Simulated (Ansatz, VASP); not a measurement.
## One calculation of GaSb, two programs

```
Sb Ga
1.0
     0.00000    3.01766    3.01766
     3.01766    0.00000    3.01766
     3.01766    3.01766    0.00000
Sb Ga
1 1
Cartesian
  4.5265 4.5265 4.5265
  0.0000 0.0000 0.0000
```

Alike in both runs: task single point; functional PBEsol; k mesh 8 × 8 × 8; occupations fermi-dirac, width 0.05 eV; non-collinear spin, spin-orbit coupling.

```csv
,VASP,Ansatz
version,VASP 6.6.1,Ansatz 0.2.0
potentials or method,"VASP PAW PBE potentials, release 64 (Sb, Ga_d)",Ansatz PAW
plane-wave cutoff (eV),520,420
valence electrons in the cell,18,28
```

|  | VASP | Ansatz | Ansatz less VASP |
| --- | --- | --- | --- |
| pressure (GPa) | 2.3 | 2.1 | -0.12 |

VASP's potentials were made for PBE, not for PBEsol. With one functional, cell and mesh, what is left measures potentials, basis and numerics. VASP's potentials hold 18 valence electrons a cell and Ansatz's 28, so a difference there can come from the potentials and not from the codes.
